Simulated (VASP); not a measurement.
A run of VASP 6.6.1 is set up as follows.

File POSCAR:

```
BeS
1.0
    0.0000000000      2.4471887500      2.4471887500
    2.4471887500      0.0000000000      2.4471887500
    2.4471887500      2.4471887500      0.0000000000
Be S
1 1
Direct
    0.0000000000      0.0000000000      0.0000000000
    0.7500000000      0.7500000000      0.7500000000
```

INCAR.step1

```
PREC = Accurate
ENCUT = 660
ISMEAR = 0
SIGMA = 0.02
LREAL = False
LASPH = True
NELM = 120
NBANDS = 11
GGA = PE
ALGO = Normal
EDIFF = 1E-5
LWAVE = True
LCHARG = False
GGA_COMPAT = False
```

File INCAR.step2:

```
PREC = Accurate
ENCUT = 660
EDIFF = 1E-6
ISMEAR = 0
SIGMA = 0.02
LREAL = False
LASPH = True
NELM = 120
ALGO = Normal
ISIF = 2
LWAVE = False
LCHARG = True
METAGGA = R2SCAN
LMIXTAU = True
LELF = True
LVHAR = True
NBANDS = 11
ISTART = 1
GGA_COMPAT = False
```

KPOINTS

```
regular mesh
0
Gamma
  8 8 8
```

Potentials or basis: VASP PAW PBE potentials, release 64 (Be, S).

Run with:

```console
$ cat potpaw_PBE.64/Be/POTCAR potpaw_PBE.64/S/POTCAR > POTCAR
$ cp INCAR.step1 INCAR
$ mpirun -np 1 vasp_std > vasp.out
$ cp INCAR.step2 INCAR
$ mpirun -np 1 vasp_std > vasp.out
```

(1) What does it give for the pressure?

(2) Estimate the band gap on the k mesh.

Results:

(1) -1.2 GPa.

(2) 3.63 eV (least direct gap 6.25 eV).

Caveat: the cell differs from its parent crystal (strained); the PAW data sets were made with another functional, which shifts forces and pressure a little.
